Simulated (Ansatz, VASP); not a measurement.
One calculation of LaYN2, two programs

The input INCAR:

```
SYSTEM = LaYN2
ALGO = Normal
EDIFF = 1E-6
EDIFFG = -0.01
ENCUT = 600
GGA = PE
IBRION = 2
ISIF = 3
ISMEAR = 0
LASPH = .TRUE.
LCHARG = .FALSE.
LREAL = .FALSE.
LWAVE = .FALSE.
NELM = 100
NSW = 100
PREC = Accurate
SIGMA = 0.1
```

File KPOINTS:

```
k-points
0
G
  12 12 6
  0 0 0
```

POSCAR

```
LaYN2
1.0
    4.0715564663      0.0000000000      0.0000000000
   -2.0357782331      3.5260713328      0.0000000000
    0.0000000000      0.0000000000      7.8679231600
La Y N
1 1 2
Direct
    0.0000000000      0.0000000000      0.0000000000
    0.0000000000      0.0000000000      0.5000000000
    0.3333333333      0.6666666667      0.0000000000
    0.6666666667      0.3333333333      0.0000000000
```

Input for Ansatz:

```yaml
crystal:
  lattice:
    - [4.0715564663, 0.0, 0.0]
    - [-2.0357782331, 3.5260713328, 0.0]
    - [0.0, 0.0, 7.86792316]
  atoms:
    - { symbol: La, position: [0.0, 0.0, 0.0] }
    - { symbol: "Y", position: [0.0, 0.0, 0.5] }
    - { symbol: "N", position: [0.3333333333, 0.6666666667, 0.0] }
    - { symbol: "N", position: [0.6666666667, 0.3333333333, 0.0] }
basis:
  ecutwfc: 420
kpoints:
  mp_grid: { grid: [12, 12, 6] }
hamiltonian:
  xc: pbe
scf:
  occupations: { method: gaussian, width: 0.1 }
output:
  forces: true
  stress: true
  eigenvalues: true
relax:
  adjacent_minimum: "off"
  f_tol: 0.01
  max_steps: 80
  cell: { stress_tol: 0.05 }
```

Alike in both runs: task relaxation of cell and atoms; functional PBE; k mesh 12 × 12 × 6; occupations gaussian, width 0.1 eV; no spin polarisation.

```csv
,VASP,Ansatz
version,VASP 6.6.1,Ansatz 0.2.0
potentials or method,"VASP PAW PBE potentials, release 64 (La, Y_sv, N), cutoff 600 eV","scalar-relativistic, plane waves, PAW"
valence electrons in the cell,32,32
```

|  | VASP | Ansatz | Ansatz less VASP |
| --- | --- | --- | --- |
| gap on the k mesh at the Fermi level, each at its own relaxed structure (eV) | none | none | - |
| relaxed volume (Å³/atom) | 27.19 | 27.53 | +0.343 |
| relaxed length of the cell vector where the two differ most in proportion (Å) | 7.516 | 7.611 | +0.0952 |

A gap of «none» marks a metal or a gap that the smearing closes.

Neither program's run includes spin-orbit coupling.
